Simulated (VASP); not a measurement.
Input of a VASP 6.6.1 run:

File INCAR:

```
  PREC = Accurate
  ENCUT = 600
  EDIFF = 1E-6
  ISMEAR = 0
  SIGMA = 0.1
  LREAL = F
  LASPH = T
  NELM = 100
  ALGO = Fast
  ISIF = 4
  LWAVE = F
  LCHARG = F
  GGA = PE
  IBRION = 2
  NSW = 50
  EDIFFG = -0.01
```

File KPOINTS:

```
Automatic mesh
0
Gamma
  12 12 12
```

File POSCAR:

```
VN2
1.0
   -2.1113414103      2.1113414103      2.4290334871
    2.1113414103     -2.1113414103      2.4290334871
    2.1113414103      2.1113414103     -2.4290334871
V N
2 4
Direct
    0.2500000000      0.2500000000      0.0000000000
    0.7500000000      0.7500000000      0.0000000000
    0.1143182244      0.6143182244      0.7286364487
    0.6143182244      0.8856817756      0.5000000000
    0.8856817756      0.3856817756      0.2713635513
    0.3856817756      0.1143182244      0.5000000000
```

Potentials or basis: VASP PAW PBE potentials, release 64 (V_sv, N).

The run is started by

```bash
$ cat potpaw_PBE.64/V_sv/POTCAR potpaw_PBE.64/N/POTCAR > POTCAR
$ mpirun -np 1 vasp_std > vasp.out
```

Predict the band gap on the k mesh.

zero (bands 23 and 24 overlap by 0.42 eV).

Final structure:
```xyz
6
Lattice="-2.1128 2.1128 2.4256 2.1128 -2.1128 2.4256 2.1128 2.1128 -2.4256" Properties=species:S:1:pos:R:3 pbc="T T T"
V     0.0000    0.0000    1.2128
V     0.0000    0.0000    3.6384
N     2.5993    0.4865    0.0000
N     1.6263    0.4865    2.4256
N    -0.4865    1.6263    2.4256
N     0.4865    1.6263    0.0000
```

Caveat: the run has no spin polarisation, though such a crystal can be magnetic. With open d or f shells a metallic result of PBE can be an artefact of self-interaction; +U or a hybrid may open a gap.
